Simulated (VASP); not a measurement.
# TaMo2C3 (I4mm) in VASP: notebook, part 2 of 2

VASP 6.6.1. The steps go on from the part before.

### 3 Single point, PBE

This run uses another cell than the first one, of 14.51 Å³/atom.

Contents of INCAR:

```
SYSTEM = TaMo2C3
ALGO = Normal
EDIFF = 1E-6
ENCUT = 520
GGA = PE
ISIF = 2
ISMEAR = 0
LASPH = .True.
LCHARG = .False.
LREAL = .False.
LWAVE = .False.
NBANDS = 34
NELM = 80
PREC = Accurate
SIGMA = 0.1
```

Contents of KPOINTS:

```
k-points
0
Gamma
  6 6 6
  0 0 0
```

Contents of POSCAR:

```
TaMo2C3
1.0
   -2.0946740200      2.0946740200      4.9618358100
    2.0946740200     -2.0946740200      4.9618358100
    2.0946740200      2.0946740200     -4.9618358100
Ta Mo C
1 2 3
Direct
    0.8570880600      0.8570880600      0.0000000000
    0.6428947400      0.1428947400      0.5000000000
    0.1428947400      0.6428947400      0.5000000000
    0.5203949300      0.5203949300      0.0000000000
    0.8987427400      0.3987427400      0.5000000000
    0.3987427400      0.8987427400      0.5000000000
```

Potentials or basis: VASP PAW PBE potentials, release 64 (Ta_pv, Mo_sv, C).

Command:

```console
$ cat potpaw_PBE.64/Ta_pv/POTCAR potpaw_PBE.64/Mo_sv/POTCAR potpaw_PBE.64/C/POTCAR > POTCAR
$ mpirun -np 1 vasp_std > vasp.out
```

OUTCAR:

```text
SYSTEM = TaMo2C3
   EDIFF = 1E-6
   ENCUT = 520
   GGA = PE
   ISIF = 2
   ISMEAR = 0
   LASPH = .True.
   LREAL = .False.
   NELM = 80
   PREC = Accurate

 ion  position               nearest neighbor table
   1  0.857  0.857  0.000-   6 2.14   5 2.14   5 2.14   6 2.14   2 2.98   3 2.98   2 2.98   3 2.98
                             2 3.53   3 3.53   3 3.53   2 3.53
   2  0.643  0.143  0.500-   4 2.42   4 2.42   6 2.42   5 2.54   3 2.96   3 2.96   3 2.96   3 2.96
                             1 2.98   1 2.98   1 3.53   1 3.53
   3  0.143  0.643  0.500-   4 2.42   4 2.42   5 2.42   6 2.54   2 2.96   2 2.96   2 2.96   2 2.96
                             1 2.98   1 2.98   1 3.53   1 3.53
   4  0.520  0.520  0.000-   3 2.42   2 2.42   2 2.42   3 2.42
   5  0.899  0.399  0.500-   1 2.14   1 2.14   3 2.42   2 2.54
   6  0.399  0.899  0.500-   1 2.14   1 2.14   2 2.42   3 2.54

  LATTYP: Found a body centered tetragonal cell.
 ALAT       =     4.1893480400
 C/A-ratio  =     2.3687866287

  Lattice vectors:

 A1 = (  -2.0946740200,   2.0946740200,   4.9618358100)
 A2 = (   2.0946740200,  -2.0946740200,   4.9618358100)
 A3 = (   2.0946740200,   2.0946740200,  -4.9618358100)

Analysis of symmetry for initial positions (statically):
=====================================================================
 Subroutine PRICEL returns:
 Original cell was already a primitive cell.

 Routine SETGRP: Setting up the symmetry group for a
 body centered tetragonal supercell.

 Subroutine GETGRP returns: Found  8 space group operations
 (whereof  8 operations were pure point group operations)
 out of a pool of 16 trial point group operations.

The static configuration has the point symmetry C_4v.

Analysis of symmetry for dynamics (positions and initial velocities):
=====================================================================
 Subroutine PRICEL returns:
 Original cell was already a primitive cell.
[... 138 lines left out ...]
  Fermi-wavevector in a.u.,A,eV,Ry     =   1.369682  2.588324 25.524927  1.876029
  Thomas-Fermi vector in A             =   2.495536
   LORBIT       =      0    0 simple, 1 ext, 2 COOP (PROOUT), +10 PAW based schemes
   GGA     = PE    functional components
   LHFCALC =     F    Hartree Fock is set to
   AEXX    =    0.0000 exact exchange contribution
   IVDW    =     0    specifies the selected vdW correction
   LEPSILON=     F    determine dielectric tensor
   LRPA    =     F    only Hartree local field effects (RPA)
 non-spin polarized calculation
 Gauss-broadening in eV      SIGMA  =   0.10
  energy-cutoff  :      520.00
  volume of cell :       87.08
 maximum number of plane-waves:      2364
 NGX is ok and might be reduce to    48
   NGX = 21   NGY = 21   NGZ = 21

 number of electron      51.0000001 magnetization

 Free energy of the ion-electron system (eV)
  ---------------------------------------------------
  ext. energy  EPLUGINS =         0.00000000
  ---------------------------------------------------
  free energy    TOTEN  =       -52.46488616 eV

  energy without entropy =      -52.44942087  energy(sigma->0) =      -52.45715351

 E-fermi :   6.4604     XC(G=0): -11.7015

 val. band max:        6.4414633127   @ k =  -0.1667   0.3333   0.1667
 cond. band min:       6.4646248856   @ k =   0.5000   0.5000   0.1667
 fundamental gap:      0.0231615729
 Fermi energy:         6.4604164309

 k-point     1 :       0.0000    0.0000    0.0000
  band No.  band energies     occupation
      1     -54.7250      2.00000
      2     -54.6420      2.00000
      3     -28.8894      2.00000
      4     -28.8894      2.00000
      5     -28.8480      2.00000
      6     -28.7257      2.00000
[... 877 lines left out ...]
     33       9.6389      0.00000
     34       9.9668      0.00000

 [... further k-points ...]

------------------------ aborting loop because EDIFF is reached ----------------------------------------

  FORCE on cell =-STRESS in cart. coord.  units (eV):
  Direction    XX          YY          ZZ          XY          YZ          ZX
  --------------------------------------------------------------------------------------
  -------------------------------------------------------------------------------------
  Total       -7.1439615     -7.1439615    -22.8746168      0.0000000      0.0000000      0.0000000
  in kB     -131.4360240   -131.4360240   -420.8517498      0.0000000      0.0000000      0.0000000
  external PRESSURE =    -227.9079326 kB  Pullay stress =       0.0000000 kB

 VOLUME and BASIS-vectors are now :
 -----------------------------------------------------------------------------
  energy-cutoff  :      520.00
  volume of cell :       87.08
      direct lattice vectors                 reciprocal lattice vectors
    -2.094674020  2.094674020  4.961835810     0.000000000  0.238700626  0.100769155
     2.094674020 -2.094674020  4.961835810     0.238700626  0.000000000  0.100769155
     2.094674020  2.094674020 -4.961835810     0.238700626  0.238700626  0.000000000

 POSITION                                       TOTAL-FORCE (eV/Angst)
 -----------------------------------------------------------------------------------
      0.00000      0.00000      8.50546        -0.000000     -0.000000      0.393086
      0.00000      2.09467      1.41804        -0.000000      0.000000     -1.954921
      2.09467      0.00000      1.41804         0.000000     -0.000000     -1.954921
      0.00000      0.00000      5.16423         0.000000      0.000000      2.774824
      0.00000      2.09467      3.95699        -0.000000     -0.000000      0.370967
      2.09467      0.00000      3.95699        -0.000000     -0.000000      0.370967
 -----------------------------------------------------------------------------------
    total drift:                               -0.000000     -0.000000     -0.000310

  FREE ENERGIE OF THE ION-ELECTRON SYSTEM (eV)
  ---------------------------------------------------
  free  energy   TOTEN  =       -52.4648861614 eV

  energy  without entropy=      -52.4494208676  energy(sigma->0) =      -52.45715351
```

OSZICAR:

```text
N       E                     dE             d eps       ncg     rms          rms(c)
DAV:   1     0.484406576781E+03    0.48441E+03   -0.29238E+04  2104   0.148E+03
DAV:   2    -0.365452328029E+02   -0.52095E+03   -0.50671E+03  2336   0.438E+02
DAV:   3    -0.600419670083E+02   -0.23497E+02   -0.22767E+02  2792   0.846E+01
DAV:   4    -0.605118560498E+02   -0.46989E+00   -0.46619E+00  2424   0.110E+01
DAV:   5    -0.605236789498E+02   -0.11823E-01   -0.11803E-01  2718   0.156E+00    0.296E+01
DAV:   6    -0.637761318337E+02   -0.32525E+01   -0.12915E+02  2658   0.491E+01    0.234E+01
DAV:   7    -0.530886245036E+02    0.10688E+02   -0.68051E+01  2734   0.302E+01    0.905E+00
DAV:   8    -0.526026052432E+02    0.48602E+00   -0.63726E+00  2568   0.125E+01    0.621E+00
DAV:   9    -0.524859051636E+02    0.11670E+00   -0.79916E-01  2550   0.475E+00    0.223E+00
DAV:  10    -0.524684678700E+02    0.17437E-01   -0.12126E-01  2728   0.158E+00    0.952E-01
DAV:  11    -0.524662554039E+02    0.22125E-02   -0.26630E-02  2720   0.846E-01    0.366E-01
DAV:  12    -0.524649188130E+02    0.13366E-02   -0.65352E-03  2606   0.415E-01    0.138E-01
DAV:  13    -0.524648721767E+02    0.46636E-04   -0.70917E-04  3092   0.118E-01    0.592E-02
DAV:  14    -0.524648874999E+02   -0.15323E-04   -0.52031E-05  2264   0.391E-02    0.153E-02
DAV:  15    -0.524648862910E+02    0.12089E-05   -0.72528E-06  2450   0.140E-02    0.417E-03
DAV:  16    -0.524648861614E+02    0.12963E-06   -0.10283E-06  1170   0.597E-03
   1 F= -.52464886E+02 E0= -.52457154E+02  d E =-.154653E-01
```

stdout:

```text
POSCAR found type information on POSCAR TaMoC
 POSCAR found :  3 types and       6 ions
 scaLAPACK will be used
 LDA part: xc-table for (Slater+PW92), standard interpolation
 POSCAR, INCAR and KPOINTS ok, starting setup
 FFT: planning ... GRIDC
 FFT: planning ... GRID_SOFT
 FFT: planning ... GRID
 WAVECAR not read
 entering main loop
```

It took 1.8 min on 1 thread of Intel Xeon 6975P-C (Granite Rapids), shared host; peak memory 0.37 GiB.

Results:

```
Free energy            : -52.4649 eV
Pressure               : -22.8 GPa
Largest force          : 2.775 eV/Å
Band gap on the k mesh : zero (an odd number of electrons rules out a gap without spin polarisation)
```

Forces on the atoms (eV/Å):
```
Ta   0.000  0.000  0.393
Mo   0.000  0.000 -1.955
Mo   0.000  0.000 -1.955
C    0.000  0.000  2.775
C    0.000  0.000  0.371
C    0.000  0.000  0.371
```

Stress tensor (GPa, compression positive):
```
-13.14   0.00   0.00
  0.00 -13.14   0.00
  0.00   0.00 -42.09
```

Caveat: the cell stands under tension; spin-orbit coupling is left out, which moves the levels of the heavy elements; forces of over 1 eV/Å act on the atoms, so gaps and moduli don't describe the material at rest.

### 4 Relaxation of cell and atoms, PBE

This run uses another cell than the first one, of 14.51 Å³/atom.

Contents of INCAR:

```
SYSTEM = TaMo2C3
PREC = Accurate
ENCUT = 600
EDIFF = 1E-6
ISMEAR = 0
SIGMA = 0.1
LREAL = .FALSE.
LASPH = .TRUE.
NELM = 80
ALGO = Normal
ISIF = 3
LWAVE = .FALSE.
LCHARG = .FALSE.
GGA = PE
IBRION = 2
NSW = 90
EDIFFG = -0.04
```

Contents of KPOINTS:

```
Automatic mesh
0
G
  6 6 6
  0 0 0
```

POSCAR is that of step 3.

Potentials or basis: VASP PAW PBE potentials, release 64 (Ta_pv, Mo_sv, C).

Command:

```console
$ cat potpaw_PBE.64/Ta_pv/POTCAR potpaw_PBE.64/Mo_sv/POTCAR potpaw_PBE.64/C/POTCAR > POTCAR
$ mpirun -np 1 vasp_std > vasp.out
```

OUTCAR:

```text
SYSTEM = TaMo2C3
   PREC = Accurate
   ENCUT = 600
   EDIFF = 1E-6
   ISMEAR = 0
   LREAL = .FALSE.
   LASPH = .TRUE.
   NELM = 80
   ISIF = 3
   GGA = PE
   IBRION = 2
   NSW = 90
   EDIFFG = -0.04

 ion  position               nearest neighbor table
   1  0.857  0.857  0.000-   6 2.14   5 2.14   5 2.14   6 2.14   2 2.98   3 2.98   2 2.98   3 2.98
                             2 3.53   3 3.53   3 3.53   2 3.53
   2  0.643  0.143  0.500-   4 2.42   4 2.42   6 2.42   5 2.54   3 2.96   3 2.96   3 2.96   3 2.96
                             1 2.98   1 2.98   1 3.53   1 3.53
   3  0.143  0.643  0.500-   4 2.42   4 2.42   5 2.42   6 2.54   2 2.96   2 2.96   2 2.96   2 2.96
                             1 2.98   1 2.98   1 3.53   1 3.53
   4  0.520  0.520  0.000-   3 2.42   2 2.42   2 2.42   3 2.42
   5  0.899  0.399  0.500-   1 2.14   1 2.14   3 2.42   2 2.54
   6  0.399  0.899  0.500-   1 2.14   1 2.14   2 2.42   3 2.54

  LATTYP: Found a body centered tetragonal cell.
 ALAT       =     4.1893480400
 C/A-ratio  =     2.3687866287

  Lattice vectors:

 A1 = (  -2.0946740200,   2.0946740200,   4.9618358100)
 A2 = (   2.0946740200,  -2.0946740200,   4.9618358100)
 A3 = (   2.0946740200,   2.0946740200,  -4.9618358100)

Analysis of symmetry for initial positions (statically):
=====================================================================
 Subroutine PRICEL returns:
 Original cell was already a primitive cell.

 Routine SETGRP: Setting up the symmetry group for a
 body centered tetragonal supercell.

 Subroutine GETGRP returns: Found  8 space group operations
 (whereof  8 operations were pure point group operations)
 out of a pool of 16 trial point group operations.

The static configuration has the point symmetry C_4v.

Analysis of symmetry for dynamics (positions and initial velocities):
=====================================================================
 Subroutine PRICEL returns:
 Original cell was already a primitive cell.

 Routine SETGRP: Setting up the symmetry group for a
 body centered tetragonal supercell.

[... 153 lines left out ...]

 number of electron      51.0000001 magnetization

 Free energy of the ion-electron system (eV)
  ---------------------------------------------------
  ext. energy  EPLUGINS =         0.00000000
  ---------------------------------------------------
  free energy    TOTEN  =       -52.46534432 eV

  energy without entropy =      -52.44987850  energy(sigma->0) =      -52.45761141

------------------------ aborting loop because EDIFF is reached ----------------------------------------

  FORCE on cell =-STRESS in cart. coord.  units (eV):
  Direction    XX          YY          ZZ          XY          YZ          ZX
  --------------------------------------------------------------------------------------
  -------------------------------------------------------------------------------------
  Total       -7.1901834     -7.1901834    -22.9192934      0.0000000     -0.0000000      0.0000000
  in kB     -132.2864236   -132.2864236   -421.6737192      0.0000000     -0.0000000      0.0000000
  external PRESSURE =    -228.7488555 kB  Pullay stress =       0.0000000 kB
[... 27 lines left out ...]
--------------------------------------- Ionic step        2  -------------------------------------------

 number of electron      51.0000001 magnetization

 E-fermi :  10.5015     XC(G=0): -13.3464

 val. band max:       10.4764392949   @ k =   0.5000  -0.0000   0.0000
 cond. band min:      10.5065717236   @ k =   0.5000   0.1667  -0.0000
 fundamental gap:      0.0301324287
 Fermi energy:        10.5014838632

 k-point     1 :       0.0000    0.0000    0.0000
  band No.  band energies     occupation
      1     -50.4411      2.00000
      2     -50.2553      2.00000
      3     -25.0476      2.00000
      4     -24.9425      2.00000
      5     -24.9425      2.00000
      6     -24.6964      2.00000
[... 856 lines left out ...]
  FREE ENERGIE OF THE ION-ELECTRON SYSTEM (eV)
  ---------------------------------------------------
  free  energy   TOTEN  =       -54.7211074445 eV

  energy  without entropy=      -54.7027612445  energy(sigma->0) =      -54.71193434

[... ionic steps 4 to 12 ...]

--------------------------------------- Ionic step       13  -------------------------------------------

 number of electron      51.0000000 magnetization

------------------------ aborting loop because EDIFF is reached ----------------------------------------
[... 75 lines left out ...]
--------------------------------------- Ionic step       15  -------------------------------------------

 number of electron      51.0000001 magnetization

 Free energy of the ion-electron system (eV)
  ---------------------------------------------------
  ext. energy  EPLUGINS =         0.00000000
  ---------------------------------------------------
  free energy    TOTEN  =       -58.93063810 eV

  energy without entropy =      -58.91267648  energy(sigma->0) =      -58.92165729

 E-fermi :   7.4347     XC(G=0): -12.0972

 val. band max:        7.4334558888   @ k =  -0.3333   0.5000   0.1667
 cond. band min:       7.4401061591   @ k =  -0.3333  -0.3333   0.1667
 fundamental gap:      0.0066502703
 Fermi energy:         7.4347340699

 k-point     1 :       0.0000    0.0000    0.0000
  band No.  band energies     occupation
      1     -53.5463      2.00000
      2     -53.4854      2.00000
      3     -27.8259      2.00000
      4     -27.8259      2.00000
      5     -27.8087      2.00000
      6     -27.6781      2.00000
[... 816 lines left out ...]
  FREE ENERGIE OF THE ION-ELECTRON SYSTEM (eV)
  ---------------------------------------------------
  free  energy   TOTEN  =       -58.9306381048 eV

  energy  without entropy=      -58.9126764793  energy(sigma->0) =      -58.92165729

 reached required accuracy - stopping structural energy minimisation
```

It took 14 min on 1 thread of Intel Xeon 6975P-C (Granite Rapids), shared host; peak memory 0.42 GiB.

Results:

- Free energy: -58.9306 eV
- Relaxed volume: 13.00 Å³/atom
- Relaxed cell: a = 5.177 Å, b = 5.177 Å, c = 5.177 Å, α = 130.70°, β = 130.70°, γ = 72.29°
- Space group after relaxing (to 0.1 Å): I4mm (No. 107)
- Energy gained by relaxing: 1077.5 meV/atom
- Ionic steps: 15
- Pressure after relaxing: 0.1 GPa
- Largest force after relaxing: 0.039 eV/Å
- Band gap on the k mesh: zero (an odd number of electrons rules out a gap without spin polarisation)

Forces in eV/Å, atoms in the order of the input:
```
Ta   0.000  0.000  0.030
Mo   0.000  0.000 -0.004
Mo   0.000  0.000 -0.004
C    0.000  0.000  0.039
C    0.000  0.000 -0.031
C    0.000  0.000 -0.031
```

Stress tensor (GPa, compression positive):
```
0.15 0.00 0.00
0.00 0.15 0.00
0.00 0.00 0.04
```

Step by step:
```csv
step,energy change (eV),largest force (eV/Å),pressure (GPa),volume (Å³)
1,0.0000,2.7756,-22.87,87.08
2,-1.1383,3.1631,64.23,63.06
3,-2.2558,3.2322,14.47,71.25
4,-2.0354,8.1693,44.72,69.42
5,-3.4035,3.9877,23.09,70.53
6,-4.7435,3.7988,-12.96,82.63
7,-4.7642,3.9197,-9.58,80.91
8,-5.9694,2.2981,-9.44,80.73
9,-6.3283,0.5143,-6.11,80.58
10,-6.4176,0.1170,6.21,75.96
11,-6.4594,0.2056,1.29,77.56
12,-6.4622,0.1749,-1.20,78.29
13,-6.4639,0.1869,-0.26,78.01
14,-6.4653,0.0429,0.11,77.98
15,-6.4653,0.0390,0.11,77.98
```

Final structure:
```cif
data_structure
_symmetry_space_group_name_H-M 'P 1'
_symmetry_Int_Tables_number 1
_cell_length_a 5.1774
_cell_length_b 5.1774
_cell_length_c 5.1774
_cell_angle_alpha 130.700
_cell_angle_beta 130.700
_cell_angle_gamma 72.290
_cell_volume 77.98
loop_
_atom_site_label
_atom_site_type_symbol
_atom_site_fract_x
_atom_site_fract_y
_atom_site_fract_z
_atom_site_occupancy
Ta1 Ta 0.86881 0.86881 0.00000 1
Mo1 Mo 0.62581 0.12581 0.50000 1
Mo2 Mo 0.12581 0.62581 0.50000 1
C1 C 0.61455 0.61455 0.00000 1
C2 C 0.86289 0.36289 0.50000 1
C3 C 0.36289 0.86289 0.50000 1
```

Caveat: spin-orbit coupling is left out, which moves the levels of the heavy elements.

### 5 Single point, PBE

Contents of INCAR:

```
PREC = Accurate
ENCUT = 520
EDIFF = 1E-6
ISMEAR = 0
SIGMA = 0.1
LREAL = F
LASPH = T
NELM = 60
ALGO = Normal
ISIF = 2
LWAVE = F
LCHARG = F
GGA = PE
NBANDS = 34
```

Contents of KPOINTS:

```
regular mesh
0
Gamma
  12 12 12
```

Contents of POSCAR:

```
TaMo2C3
1.0
   -2.1595905783      2.1595905783      4.1786827786
    2.1595905783     -2.1595905783      4.1786827786
    2.1595905783      2.1595905783     -4.1786827786
Ta Mo C
1 2 3
Direct
    0.8689240116      0.8689240116      0.0000000000
    0.6258071200      0.1258071200      0.5000000000
    0.1258071200      0.6258071200      0.5000000000
    0.6149090169      0.6149090169      0.0000000000
    0.8626553408      0.3626553408      0.5000000000
    0.3626553408      0.8626553408      0.5000000000
```

Command:

```console
$ cat potpaw_PBE.64/Ta_pv/POTCAR potpaw_PBE.64/Mo_sv/POTCAR potpaw_PBE.64/C/POTCAR > POTCAR
$ mpirun -np 1 vasp_std > vasp.out
```

Run time: 5.2 min. Hardware: 1 thread of Intel Xeon 6975P-C (Granite Rapids), shared host; peak memory 0.53 GiB.

It converged, with:

* Free energy: -58.9226 eV
* Pressure: 0.4 GPa
* Largest force: 0.033 eV/Å
* Band gap on the k mesh: zero (an odd number of electrons rules out a gap without spin polarisation)

Forces in eV/Å, atoms in the order of the input:
```
Ta   0.000  0.000  0.029
Mo   0.000  0.000 -0.002
Mo   0.000  0.000 -0.002
C    0.000  0.000 -0.033
C    0.000  0.000  0.004
C    0.000  0.000  0.004
```

Stress tensor (GPa, compression positive):
```
0.37 0.00 0.00
0.00 0.37 0.00
0.00 0.00 0.48
```

Levels at points of the mesh, in eV from the Fermi level:
```
           k point  band 23  band 24  band 25  band 26  band 27  band 28
(0.00, 0.00, 0.00)    -0.06    -0.02    -0.02     0.84     0.84     1.25
(0.50, 0.00, 0.00)    -1.72    -1.45    -1.38     0.11     0.67     2.03
(0.50, 0.50, 0.00)    -1.06    -0.92    -0.63     0.09     0.94     2.06
(0.50, 0.50, 0.50)    -1.47    -1.47    -0.24    -0.24     0.07     0.84
```

Caveat: spin-orbit coupling is left out, which moves the levels of the heavy elements.

### 6 The runs side by side

```csv
task,cell,k mesh,cutoff (eV),gap on the mesh (eV),pressure (GPa),largest force (eV/Å)
single point,"a = 5.177 Å, angles 130.7, 130.7, 72.3°, 6 atoms, atomic positions A",6 × 6 × 6,520,none,0.5,0.04
single point,"a = 5.779 Å, angles 137.5, 137.5, 61.7°, 6 atoms, atomic positions B",6 × 6 × 6,520,none,-22.8,2.77
relaxation of cell and atoms,"relaxed from a = 5.779 Å, angles 137.5, 137.5, 61.7°, 6 atoms, atomic positions B",6 × 6 × 6,600,none,0.1,0.04
single point,"a = 5.176 Å, angles 130.7, 130.7, 72.3°, 6 atoms, atomic positions A",12 × 12 × 12,520,none,0.4,0.03
```

Alike in all rows: level PBE; potentials or basis VASP PAW PBE potentials, release 64 (Ta_pv, Mo_sv, C); no spin polarisation; smearing gaussian 0.1 eV.

Caveats: spin-orbit coupling is left out, which moves the levels of the heavy elements; the cell stands under tension (at least some runs); forces of over 1 eV/Å act on the atoms, so gaps and moduli don't describe the material at rest (at least some runs).

Absolute energies hang on the potentials; compare differences alone.
